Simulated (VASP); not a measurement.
Input of a VASP 6.6.1 run:

POSCAR

```
SrTe
1.0
    0.0000000000      3.3527582020      3.3527582020
    3.3527582020      0.0000000000      3.3527582020
    3.3527582020      3.3527582020      0.0000000000
Sr Te
1 1
Direct
    0.0000000000      0.0000000000      0.0000000000
    0.5000000000      0.5000000000      0.5000000000
```

The input INCAR.step1:

```
ALGO     = Normal         # electronic algorithm
EDIFF    = 1E-5           # SCF threshold, eV
ENCUT    = 400            # plane-wave cutoff, eV
GGA      = PE             # functional
GGA_COMPAT= F            
ISIF     = 2              # what is computed and relaxed
ISMEAR   = 0              # smearing method
LASPH    = T              # aspherical terms in the spheres
LCHARG   = F              # write CHGCAR
LREAL    = F              # projectors in reciprocal space
LWAVE    = T              # write WAVECAR
NBANDS   = 15             # bands
NELM     = 120            # most SCF steps
PREC     = Accurate       # precision mode
SIGMA    = 0.01           # smearing width, eV
```

File INCAR.step2:

```
AEXX     = 0.2            # exact-exchange fraction
ALGO     = Normal         # electronic algorithm
EDIFF    = 1E-6           # SCF threshold, eV
ENCUT    = 400            # plane-wave cutoff, eV
GGA      = PE             # functional
GGA_COMPAT= F            
HFSCREEN = 0.3            # screening, 1/A
ISIF     = 2              # what is computed and relaxed
ISMEAR   = 0              # smearing method
ISTART   = 1            
LASPH    = T              # aspherical terms in the spheres
LCHARG   = F              # write CHGCAR
LHFCALC  = T              # exact exchange
LREAL    = F              # projectors in reciprocal space
LWAVE    = F              # write WAVECAR
NBANDS   = 15             # bands
NELM     = 120            # most SCF steps
PREC     = Accurate       # precision mode
PRECFOCK = Normal       
SIGMA    = 0.01           # smearing width, eV
```

Contents of KPOINTS:

```
k-points
0
Gamma
  4 4 4
```

Potentials or basis: VASP PAW PBE potentials, release 64 (Sr_sv, Te).

Command:

```bash
$ cat potpaw_PBE.64/Sr_sv/POTCAR potpaw_PBE.64/Te/POTCAR > POTCAR
$ cp INCAR.step1 INCAR
$ mpirun -np 1 vasp_std > vasp.out
$ cp INCAR.step2 INCAR
$ mpirun -np 1 vasp_std > vasp.out
```

Q: Predict the band gap on the k mesh.

A: 2.20 eV (least direct gap 2.98 eV).

Q: What does it give for the pressure?

A: 0.0 GPa.

Caveat: the PAW data sets were made with another functional, which shifts forces and pressure a little; spin-orbit coupling is left out, which moves the levels of the heavy elements. A k mesh can miss the band edges.
